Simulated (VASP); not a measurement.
The system is ZrB.

```
Zr B
1.0
     0.00000    2.32500    2.32500
     2.32500    0.00000    2.32500
     2.32500    2.32500    0.00000
Zr B
1 1
Direct
  0.50000 0.50000 0.50000
  0.00000 0.00000 0.00000
```

Base run:

- Program: VASP 6.6.1
- Functional: PBE
- Dispersion: D3(BJ)
- Potentials or basis: VASP PAW PBE potentials, release 64 (Zr_sv, B)
- Cutoff: 500 eV
- k mesh: 8 × 8 × 8
- Occupations: gaussian, width 0.05 eV
- Spin: no spin polarisation

Its results: band gap on the k mesh zero (an odd number of electrons rules out a gap without spin polarisation); pressure 29.3 GPa.

The run is repeated on the same cell with these changes: dispersion from D3(BJ) to none. What comes out?

Band gap on the k mesh zero (an odd number of electrons rules out a gap without spin polarisation); pressure 35.3 GPa.

Dispersion adds attraction, which lowers the pressure at fixed volume and, as a term added to the energy, leaves the levels alone.

Caveats: the cell stands under pressure.
